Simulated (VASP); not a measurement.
# MgC18 in VASP: notebook

Runs on MgC18. Level: PBE. Tasks: single point.

Everything below comes from runs of VASP 6.6.1. Logs are shortened: lines on timing, memory, paths and dates and some standing lists are left out, and cuts for length are marked.

### Step 1. The cell of the first run

The cell holds a slab with vacuum, 19 atoms: a = 7.398 Å, b = 7.398 Å, c = 13.000 Å, α = 90.00°, β = 90.00°, γ = 120.00°.

### Step 2. Single point, PBE

The input, INCAR:

```
PREC = Accurate ; ENCUT = 520
EDIFF = 1E-6 ; ISMEAR = -1
SIGMA = 0.02 ; LREAL = Auto
LASPH = True ; NELM = 100
ALGO = Normal ; ISIF = 2
LWAVE = False ; LCHARG = False
GGA = PE ; NBANDS = 52
```

The input, KPOINTS:

```
regular mesh
0
Gamma
  2 2 1
```

The input, POSCAR:

```
MgC18
1.0
    7.3980000000      0.0000000000      0.0000000000
   -3.6990000000      6.4068560000      0.0000000000
    0.0000000000      0.0000000000     13.0000000000
C Mg
18 1
Direct
    0.0016454215     -0.0071173755      0.0640000000
    0.2254386624      0.1120830560      0.0675000000
   -0.0009967460      0.3214993438      0.0670846154
    0.2295360787      0.4441492052      0.0626153846
   -0.0002234509      0.6635704002      0.0692461538
    0.2198585609      0.7722664596      0.0715692308
    0.3309322695     -0.0061808787      0.0674384615
    0.5594205784      0.1029990373      0.0801230769
    0.3370648558      0.3337674516      0.0690461538
    0.5533361365      0.4370318297      0.0724461538
    0.3406047761      0.6625558620      0.0757461538
    0.5588786591      0.7699876507      0.0709846154
    0.6681208773     -0.0026065827      0.0751769231
    0.8959987932      0.1106783109      0.0592538462
    0.6759978190      0.3404790119      0.0706923077
    0.8954647649      0.4504861667      0.0658000000
    0.6709074331      0.6661457663      0.0733000000
    0.8963912393      0.7779946982      0.0577615385
    0.4244785624      0.5593383088      0.3748076923
```

Potentials or basis: VASP PAW PBE potentials, release 64 (C, Mg).

The run is started by

```
$ cat potpaw_PBE.64/C/POTCAR potpaw_PBE.64/Mg/POTCAR > POTCAR
$ mpirun -np 1 vasp_std > vasp.out
```

OUTCAR:

```text
PREC = Accurate
   ENCUT = 520
   EDIFF = 1E-6
   ISMEAR = -1
   LREAL = Auto
   LASPH = True
   NELM = 100
   ISIF = 2
   GGA = PE

 ion  position               nearest neighbor table
   1  0.002  0.993  0.064-  18 1.38  14 1.43   2 1.44
   2  0.225  0.112  0.068-   9 1.42   7 1.43   1 1.44
   3  0.999  0.321  0.067-  14 1.35   4 1.48  16 1.49
   4  0.230  0.444  0.063-   9 1.40  11 1.41   3 1.48
   5  1.000  0.664  0.069-  16 1.37  18 1.40   6 1.41
   6  0.220  0.772  0.072-   5 1.41   7 1.42  11 1.48
[... 10 lines left out ...]
  17  0.671  0.666  0.073-  12 1.38  18 1.46  10 1.47
  18  0.896  0.778  0.058-   1 1.38   5 1.40  17 1.46
  19  0.424  0.559  0.375-

  LATTYP: Found a hexagonal cell.
 ALAT       =     7.3980000000
 C/A-ratio  =     1.7572316842

  Lattice vectors:

 A1 = (   7.3980000000,   0.0000000000,   0.0000000000)
 A2 = (  -3.6990000000,   6.4068560000,   0.0000000000)
 A3 = (   0.0000000000,   0.0000000000,  13.0000000000)

Analysis of symmetry for initial positions (statically):
=====================================================================
 Subroutine PRICEL returns:
 Original cell was already a primitive cell.

 Routine SETGRP: Setting up the symmetry group for a
 hexagonal supercell.

 Subroutine GETGRP returns: Found  1 space group operations
 (whereof  1 operations were pure point group operations)
 out of a pool of 24 trial point group operations.

The static configuration has the point symmetry C_1 .

Analysis of symmetry for dynamics (positions and initial velocities):
=====================================================================
 Subroutine PRICEL returns:
 Original cell was already a primitive cell.

 Routine SETGRP: Setting up the symmetry group for a
 hexagonal supercell.

 Subroutine GETGRP returns: Found  1 space group operations
 (whereof  1 operations were pure point group operations)
 out of a pool of 24 trial point group operations.

The dynamic configuration has the point symmetry C_1 .

 Subroutine INISYM returns: Found  1 space group operations
 (whereof  1 operations are pure point group operations),
 and found     1 'primitive' translations

----------------------------------------------------------------------------------------

                                     Primitive cell

  volume of cell :     616.1730

  direct lattice vectors                    reciprocal lattice vectors
     7.398000000  0.000000000  0.000000000     0.135171668  0.078041398  0.000000000
    -3.699000000  6.406856000  0.000000000     0.000000000  0.156082796  0.000000000
     0.000000000  0.000000000 13.000000000     0.000000000  0.000000000  0.076923077

  length of vectors
     7.398000000  7.398000054 13.000000000     0.156082797  0.156082796  0.076923077

  position of ions in fractional coordinates (direct lattice)
     0.001645422  0.992882624  0.064000000
     0.225438662  0.112083056  0.067500000
     0.999003254  0.321499344  0.067084615
     0.229536079  0.444149205  0.062615385
     0.999776549  0.663570400  0.069246154
     0.219858561  0.772266460  0.071569231
[... 11 lines left out ...]
     0.896391239  0.777994698  0.057761539
     0.424478562  0.559338309  0.374807692

  ion indices of the primitive-cell ions
   primitive index   ion index
                 1           1
                 2           2
                 3           3
                 4           4
                 5           5
                 6           6
[... 11 lines left out ...]
                18          18
                19          19

----------------------------------------------------------------------------------------

 KPOINTS: regular mesh

Automatic generation of k-mesh.
 Grid dimensions read from file:
 generate k-points for:    2    2    1

 Generating k-lattice:

  Cartesian coordinates                     Fractional coordinates (reciprocal lattice)
     0.067585834  0.039020699  0.000000000     0.500000000 -0.000000000  0.000000000
     0.000000000  0.078041398  0.000000000     0.000000000  0.500000000  0.000000000
     0.000000000  0.000000000  0.076923077     0.000000000  0.000000000  1.000000000

  Length of vectors
     0.078041399  0.078041398  0.076923077

  Shift w.r.t. Gamma in fractional coordinates (k-lattice)
     0.000000000  0.000000000  0.000000000

 Subroutine IBZKPT returns following result:
 ===========================================

 Found      4 irreducible k-points:

 Following reciprocal coordinates:
            Coordinates               Weight
  0.000000  0.000000  0.000000      1.000000
  0.500000  0.000000  0.000000      1.000000
  0.000000  0.500000  0.000000      1.000000
  0.500000  0.500000  0.000000      1.000000
   k-points           NKPTS =      4   k-points in BZ     NKDIM =      4   number of bands    NBANDS=     52
   number of dos      NEDOS =    301   number of ions     NIONS =     19
   total plane-waves  NPLWV = 307328
   dimension x,y,z NGX =    56 NGY =   56 NGZ =   98
   dimension x,y,z NGXF=   112 NGYF=  112 NGZF=  196
   ions per type =              18   1
   NGX,Y,Z   is equivalent  to a cutoff of  12.58, 12.58, 12.53 a.u.
   NGXF,Y,Z  is equivalent  to a cutoff of  25.17, 25.17, 25.06 a.u.
 SYSTEM =  unknown system
   PREC   = accura    normal or accurate (medium, high low for compatibility)
   ISTART =      0    job   : 0-new  1-cont  2-samecut
   ICHARG =      2    charge: 1-file 2-atom 10-const
   ISPIN  =      1    spin polarized calculation?
   LNONCOLLINEAR =      F non collinear calculations
   LSORBIT =      F    spin-orbit coupling
   LASPH  =      T    aspherical Exc in radial PAW
   ENCUT  =  520.0 eV  38.22 Ry    6.18 a.u.  13.76 13.76 24.17*2*pi/ulx,y,z
   NELM   =    100;   NELMIN=  2; NELMDL= -5     # of ELM steps
   EDIFF  = 0.1E-05   stopping-criterion for ELM
   LREAL  =      T    real-space projection
   EDIFFG = 0.1E-04   stopping-criterion for IOM
   NSW    =      0    number of steps for IOM
   IBRION =     -1    ionic relax: 0-MD 1-quasi-New 2-CG
   NFREE  =      0    steps in history (QN), initial steepest desc. (CG)
   ISIF   =      2    stress and relaxation
   ISYM   =      2    0-nonsym 1-usesym 2-fastsym
   POTIM  = 0.5000    time-step for ionic-motion
   TEBEG  =    0.0;   TEEND  =   0.0 temperature during run
   PSTRESS=    0.0 pullay stress
   NELECT =      74.0000    total number of electrons
   NUPDOWN=      -1.0000    fix difference up-down
   EMIN   =  10.00;   EMAX   =-10.00  energy-range for DOS
   EFERMI =   0.00;   METHOD = LEGACY
   ISMEAR =    -1;   SIGMA  =   0.02  broadening in eV -4-tet -1-fermi 0-gaus
   EFERMI_NEDOS =   21; number of points for ismear=-14 and -15
   IALGO  =     38    algorithm
   IMIX   =      4    mixing-type and parameters
     AMIX     =   0.40;   BMIX     =  1.00
     AMIX_MAG =   1.60;   BMIX_MAG =  1.00
  volume/ion in A,a.u.               =      32.43       218.85
  Fermi-wavevector in a.u.,A,eV,Ry     =   0.807702  1.526336  8.876204  0.652383
  Thomas-Fermi vector in A             =   1.916371
   LORBIT       =      0    0 simple, 1 ext, 2 COOP (PROOUT), +10 PAW based schemes
   GGA     = PE    functional components
   LHFCALC =     F    Hartree Fock is set to
   AEXX    =    0.0000 exact exchange contribution
   IVDW    =     0    specifies the selected vdW correction
   LEPSILON=     F    determine dielectric tensor
   LRPA    =     F    only Hartree local field effects (RPA)
 non-spin polarized calculation
  energy-cutoff  :      520.00
  volume of cell :      616.17
 maximum number of plane-waves:     16651
 NGX is ok and might be reduce to    56
   NGX = 27   NGY = 27   NGZ = 49

 number of electron      74.0000001 magnetization

 Free energy of the ion-electron system (eV)
  ---------------------------------------------------
  ext. energy  EPLUGINS =         0.00000000
  ---------------------------------------------------
  free energy    TOTEN  =      -164.32181949 eV

  energy without entropy =     -164.31838627  energy(sigma->0) =     -164.32010288

 E-fermi :  -1.7113     XC(G=0):  -4.2036

 val. band max:       -1.7743105061   @ k =   0.0000   0.0000   0.0000
 cond. band min:      -1.6482963958   @ k =   0.0000   0.0000   0.0000
 fundamental gap:      0.1260141103
 Fermi energy:        -1.7113005893

 k-point     1 :       0.0000    0.0000    0.0000
  band No.  band energies     occupation
      1     -21.2098      2.00000
      2     -18.9646      2.00000
      3     -18.7315      2.00000
      4     -18.6227      2.00000
      5     -18.5340      2.00000
      6     -18.4797      2.00000
[... 41 lines left out ...]
     48       3.1187      0.00000
     49       3.2353      0.00000

 k-point     2 :       0.5000    0.0000    0.0000
  band No.  band energies     occupation
      1     -20.6170      2.00000
      2     -20.5059      2.00000
      3     -19.3366      2.00000
      4     -19.1567      2.00000
      5     -17.0204      2.00000
      6     -16.7869      2.00000
[... 41 lines left out ...]
     48       3.1920      0.00000
     49       3.2266      0.00000

 k-point     3 :       0.0000    0.5000    0.0000
  band No.  band energies     occupation
      1     -20.6385      2.00000
      2     -20.4786      2.00000
      3     -19.3832      2.00000
      4     -19.1102      2.00000
      5     -16.9836      2.00000
      6     -16.9116      2.00000
[... 41 lines left out ...]
     48       3.1880      0.00000
     49       3.2305      0.00000

 k-point     4 :       0.5000    0.5000    0.0000
  band No.  band energies     occupation
      1     -20.6556      2.00000
      2     -20.4600      2.00000
      3     -19.2854      2.00000
      4     -19.2237      2.00000
      5     -16.9780      2.00000
      6     -16.8128      2.00000
[... 41 lines left out ...]
     48       3.2004      0.00000
     49       3.2365      0.00000
 [bands above 49 left out]

------------------------ aborting loop because EDIFF is reached ----------------------------------------

  FORCE on cell =-STRESS in cart. coord.  units (eV):
  Direction    XX          YY          ZZ          XY          YZ          ZX
  --------------------------------------------------------------------------------------
  -------------------------------------------------------------------------------------
  Total        1.8302045      4.0311932     -1.1523948     -1.1106776      0.9442563      0.3155531
  in kB        4.7589106     10.4819373     -2.9964651     -2.8879918      2.4552619      0.8205034
  external PRESSURE =       4.0814610 kB  Pullay stress =       0.0000000 kB

 VOLUME and BASIS-vectors are now :
 -----------------------------------------------------------------------------
  energy-cutoff  :      520.00
  volume of cell :      616.17
      direct lattice vectors                 reciprocal lattice vectors
     7.398000000  0.000000000  0.000000000     0.135171668  0.078041398  0.000000000
    -3.699000000  6.406856000  0.000000000     0.000000000  0.156082796  0.000000000
     0.000000000  0.000000000 13.000000000     0.000000000  0.000000000  0.076923077

 POSITION                                       TOTAL-FORCE (eV/Angst)
 -----------------------------------------------------------------------------------
     -3.66050      6.36126      0.83200         0.969464      2.778731     -0.886837
      1.25320      0.71810      0.87750        -0.130923     -2.017447     -0.369598
      6.20140      2.05980      0.87210         0.093531      4.352074     -1.051482
      0.05520      2.84560      0.81400        -0.970166     -1.226535      1.426299
      4.94180      4.25140      0.90020         1.013837      2.035406     -1.007989
     -1.23010      4.94780      0.93040         1.552908      1.013175     -0.030006
[... 11 lines left out ...]
      3.75370      4.98450      0.75090        -1.325364     -1.863442      1.961338
      1.07130      3.58360      4.87250         0.000393      0.000398      0.006659
 -----------------------------------------------------------------------------------
    total drift:                               -0.003721     -0.027622     -0.017114

  FREE ENERGIE OF THE ION-ELECTRON SYSTEM (eV)
  ---------------------------------------------------
  free  energy   TOTEN  =      -164.3218194913 eV

  energy  without entropy=     -164.3183862668  energy(sigma->0) =     -164.32010288
```

Wall time 6.4 min (1 thread of Intel Xeon 8259CL, shared host); peak memory 0.63 GiB.

What came out:

| Property | Result |
| --- | --- |
| Free energy | -164.3218 eV |
| Largest force | 4.478 eV/Å |
| Band gap on the k mesh | 0.13 eV |

Forces on the atoms (eV/Å):
```
C    0.969  2.779 -0.887
C   -0.131 -2.017 -0.370
C    0.094  4.352 -1.051
C   -0.970 -1.227  1.426
C    1.014  2.035 -1.008
C    1.553  1.013 -0.030
C    1.009  0.409  1.465
C   -1.380  2.268 -1.593
C   -0.429 -0.796 -0.241
C    1.333  3.395  0.009
C   -1.805  0.233 -1.109
C   -1.043  1.818  0.970
C    1.429 -0.364 -1.028
C   -1.737 -2.266  1.746
C    0.328 -3.369  0.528
C    0.120 -4.383  0.771
C    0.971 -2.017 -1.567
C   -1.325 -1.863  1.961
Mg   0.000  0.000  0.007
```

Caveat: the k points lie up to 0.49 Å⁻¹ apart.

### Step 3. Single point, PBE

The input, INCAR:

```
ALGO = Normal
EDIFF = 1E-7
ENCUT = 520
GGA = PE
ISIF = 2
ISMEAR = -1
LASPH = T
LCHARG = T
LELF = T
LREAL = Auto
LVHAR = T
LWAVE = F
NBANDS = 52
NELM = 80
PREC = Accurate
SIGMA = 0.02
```

The input, KPOINTS:

```
k-points
0
Gamma
  2 2 1
```

The input, POSCAR:

```
MgC18
1.0
    7.3980000000      0.0000000000      0.0000000000
   -3.6990000000      6.4068560000      0.0000000000
    0.0000000000      0.0000000000     13.0000000000
C Mg
18 1
Direct
    0.0120598141     -0.0002653408      0.0656230769
    0.2240222713      0.1115211580      0.0650538462
    0.0091115345      0.3300370728      0.0669076923
    0.2321695643      0.4391701640      0.0707153846
    0.0035031157      0.6691581643      0.0663230769
    0.2191325051      0.7658670649      0.0672461538
    0.3285481946     -0.0128143976      0.0785230769
    0.5645174913      0.1069479320      0.0674692308
    0.3336333560      0.3303648467      0.0699000000
    0.5592027880      0.4446018453      0.0683538462
    0.3417048596      0.6639449989      0.0681384615
    0.5653896923      0.7781976058      0.0688615385
    0.6757561651     -0.0063681781      0.0680153846
    0.8922068713      0.0998773814      0.0686923077
    0.6795029474      0.3405414450      0.0744538462
    0.8960905464      0.4486287814      0.0679923077
    0.6710727998      0.6592312985      0.0682923077
    0.8921458677      0.7725318003      0.0719230769
    0.4040432281      0.5636149775      0.3734769231
```

Potentials or basis: VASP PAW PBE potentials, release 64 (C, Mg).

The run is started by

```
$ cat potpaw_PBE.64/C/POTCAR potpaw_PBE.64/Mg/POTCAR > POTCAR
$ mpirun -np 1 vasp_std > vasp.out
```

It took 7.7 min on 1 thread of Intel Xeon 8259CL, shared host; peak memory 0.63 GiB.

The run converged. Its results:

```
Free energy            : -164.4023 eV
Largest force          : 4.269 eV/Å
Band gap on the k mesh : 0.22 eV
```

Forces in eV/Å, atoms in the order of the input:
```
C   -2.617 -1.746  0.553
C    2.584 -1.428  1.293
C   -1.339 -0.986  0.419
C   -2.706  1.088 -0.573
C    0.049 -2.240  0.366
C    2.048  2.985  0.736
C    2.122  2.240 -2.404
C   -1.278 -0.177  1.625
C    2.764 -0.251 -0.418
C    1.043 -1.213  0.653
C   -0.057  0.214  0.141
C   -1.300 -2.435 -0.191
C   -2.440  1.352 -0.015
C    1.162  4.072 -0.546
C   -0.944 -2.800 -1.239
C    1.113 -1.472  0.124
C   -0.699  1.627  0.380
C    0.495  1.169 -0.913
Mg   0.001  0.000  0.010
```

Levels at points of the mesh, in eV from the valence-band top:
```
           k point  band 35  band 36  band 37  band 38  band 39  band 40
(0.00, 0.00, 0.00)    -0.34    -0.08     0.00     0.22     0.36     2.98
(0.50, 0.00, 0.00)    -2.30    -2.03    -0.24     1.66     2.35     2.59
(0.00, 0.50, 0.00)    -2.32    -2.10    -0.24     1.75     2.39     2.55
(0.50, 0.50, 0.00)    -2.38    -2.13    -0.24     1.76     2.43     2.48
```

Caveat: the k points lie up to 0.49 Å⁻¹ apart.

### Step 4. Single point, PBE

The input, INCAR:

```
ALGO = Normal
EDIFF = 1E-6
ENCUT = 520
GGA = PE
ISIF = 2
ISMEAR = -1
LASPH = True
LCHARG = False
LREAL = Auto
LWAVE = False
NBANDS = 52
NELM = 100
PREC = Accurate
SIGMA = 0.02
```

KPOINTS is that of step 3.

The input, POSCAR:

```
MgC18
1.0
    7.3980000000      0.0000000000      0.0000000000
   -3.6990000000      6.4068560000      0.0000000000
    0.0000000000      0.0000000000     13.0000000000
C Mg
18 1
Direct
    0.0088574761     -0.0011550127      0.0760230769
    0.2267478169      0.1150798457      0.0751923077
    0.0055436325      0.3275241398      0.0695692308
    0.2321470821      0.4374220366      0.0703076923
    0.0021061344      0.6648502791      0.0730153846
    0.2248907083      0.7669752528      0.0666615385
    0.3346905619     -0.0075856239      0.0621230769
    0.5642890507      0.1106002695      0.0607384615
    0.3399782101      0.3306457957      0.0719846154
    0.5623823838      0.4444457625      0.0677846154
    0.3455301481      0.6665671899      0.0623538462
    0.5643333319      0.7755441983      0.0671461538
    0.6753315995     -0.0100829486      0.0662692308
    0.8943147986      0.0978483050      0.0766000000
    0.6784419141      0.3350941554      0.0666230769
    0.9071157021      0.4495652782      0.0746384615
    0.6750192120      0.6576080374      0.0628846154
    0.9002214392      0.7714080042      0.0748538462
    0.3831873309      0.5679696875      0.3723461538
```

The run is started by

```
$ cat potpaw_PBE.64/C/POTCAR potpaw_PBE.64/Mg/POTCAR > POTCAR
$ mpirun -np 1 vasp_std > vasp.out
```

It took 6.6 min on 1 thread of Intel Xeon 8259CL, shared host; peak memory 0.63 GiB.

The run converged. Its results:

```yaml
Free_energy: -164.4174 eV
Largest_force: 4.570 eV/Å
Band_gap_on_the_k_mesh: 0.09 eV
```

Forces in eV/Å, atoms in the order of the input:
```
C    0.684 -1.296  0.280
C    2.288 -2.583 -0.783
C    2.004 -0.342  0.941
C   -2.193  1.169 -0.485
C    3.998 -0.916  0.151
C    0.617  2.951 -0.282
C    0.989  1.207  0.823
C    0.337 -1.754  0.530
C    0.290  0.223 -0.088
C    2.019 -1.622 -0.339
C   -1.083 -1.652  0.818
C    0.583 -1.398 -0.877
C   -2.409  2.120  0.239
C   -1.253  3.348 -0.957
C    0.267 -0.126  0.383
C   -3.169 -3.137 -1.001
C   -0.439  2.559  1.495
C   -3.530  1.250 -0.860
Mg   0.002 -0.001  0.011
```

Levels at points of the mesh, in eV from the valence-band top:
```
           k point  band 33  band 34  band 35  band 36  band 37  band 38  band 39  band 40  band 41  band 42
(0.00, 0.00, 0.00)    -3.03    -2.81    -0.45    -0.19     0.00     0.09     0.15     2.89     3.40     3.41
(0.50, 0.00, 0.00)    -2.74    -2.56    -2.42    -2.27    -0.35     1.74     2.28     2.43     2.58     2.64
(0.00, 0.50, 0.00)    -2.72    -2.66    -2.43    -2.18    -0.35     1.59     2.22     2.51     2.56     2.65
(0.50, 0.50, 0.00)    -2.73    -2.55    -2.44    -2.25    -0.35     1.61     2.25     2.46     2.56     2.60
```

Caveat: the k points lie up to 0.49 Å⁻¹ apart.

### Step 5. The runs side by side

| cell | gap on the mesh (eV) | largest force (eV/Å) |
| --- | --- | --- |
| as given, atomic positions A | 0.13 | 4.48 |
| as given, atomic positions B | 0.22 | 4.27 |
| as given, atomic positions C | 0.09 | 4.57 |

Alike in all rows: task single point; level PBE; potentials or basis VASP PAW PBE potentials, release 64 (C, Mg); no spin polarisation; k mesh 2 × 2 × 1; cutoff (eV) 520; smearing fermi-dirac 0.02 eV.

Caveats: all runs use coarse meshes.

Absolute energies hang on the potentials; compare differences alone.
